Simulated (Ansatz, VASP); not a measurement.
**Two plane-wave programs on CuI2**

Contents of INCAR:

```
SYSTEM = CuI2
PREC     = Accurate       ! precision mode
ENCUT    = 520            ! plane-wave cutoff, eV
EDIFF    = 1E-8           ! SCF threshold, eV
ISMEAR   = -1             ! smearing method
SIGMA    = 0.08           ! smearing width, eV
LREAL    = .False.        ! projectors in reciprocal space
LASPH    = .True.         ! aspherical terms in the spheres
NELM     = 100            ! most SCF steps
ALGO     = Normal         ! electronic algorithm
ISIF     = 2              ! what is computed and relaxed
LWAVE    = .False.        ! write WAVECAR
LCHARG   = .False.        ! write CHGCAR
GGA      = PE             ! functional
LEFG     = .True.       
NBANDS   = 20             ! bands
```

Contents of KPOINTS:

```
regular mesh
0
Gamma
  13 13 7
  0 0 0
```

The input POSCAR:

```
CuI2
1.0
    3.9469821396      0.0000000000      0.0000000000
   -1.9734910698      3.4181868012      0.0000000000
    0.0000000000      0.0000000000      7.6252784363
Cu I
1 2
Direct
    0.0000000000      0.0000000000      0.0000000000
    0.3333333333      0.6666666667      0.2095637805
    0.6666666667      0.3333333333      0.7904362195
```

Input for Ansatz:

```yaml
crystal:
  lattice:
    - [3.9469821396, 0.0, 0.0]
    - [-1.9734910698, 3.4181868012, 0.0]
    - [0.0, 0.0, 7.6252784363]
  atoms:
    - { symbol: Cu, position: [0.0, 0.0, 0.0] }
    - { symbol: I, position: [0.3333333333, 0.6666666667, 0.2095637805] }
    - { symbol: I, position: [0.6666666667, 0.3333333333, 0.7904362195] }
kpoints:
  mp_grid: { grid: [13, 13, 7] }
  band_path:
    path:
      - [0.0, 0.0, 0.0]
      - [0.5, 0.0, 0.0]
      - [0.3333333333, 0.3333333333, 0.0]
      - [0.0, 0.0, 0.0]
      - [0.0, 0.0, 0.5]
      - [0.5, 0.0, 0.5]
      - [0.3333333333, 0.3333333333, 0.5]
      - [0.0, 0.0, 0.5]
      - [0.5, 0.0, 0.5]
    npoints: 8
scf:
  occupations: { method: fermi_dirac, width: 0.08 }
hamiltonian:
  xc: pbe
  pseudopotentials: { kind: paw }
output:
  forces: true
  stress: true
  eigenvalues: true
  efg: { contact_densities: true }
  populations: true
  bader: true
  dos: { projected: true, de: 0.2, e_range: [-14, 8] }
```

Alike in both runs: task electric field gradients; functional PBE; k mesh 13 × 13 × 7; occupations fermi-dirac, width 0.08 eV; no spin polarisation.

|  | VASP | Ansatz |
| --- | --- | --- |
| version | VASP 6.6.1 | Ansatz 0.2.0 |
| potentials or method | VASP PAW PBE potentials, release 64 (Cu, I) | PAW with Ansatz's default frozen-core files, scalar-relativistic |
| plane-wave cutoff (eV) | 520 | 420 |
| valence electrons in the cell | 25 | 53 |

Ansatz gave:

| Item | Value |
| --- | --- |
| pressure (GPa) | 0.0 |
| rms of the force components (eV/Å) | 0.000 |
| size of Vzz on the site where it differs most (V/Å²) | 231.8 |

Problem. Which values does VASP return?

Solution. Pressure (GPa): 0.0; rms of the force components (eV/Å): 0.004; size of Vzz on the site where it differs most (V/Å²): 228.3.

Atom by atom the forces differ by 0.003 eV/Å (rms over components). The functional is the same, so the differences come from potentials, cutoffs and numerics. VASP's potentials hold 25 valence electrons a cell and Ansatz's 53, so a difference there can come from the potentials and not from the codes.

Neither program's run includes spin-orbit coupling.
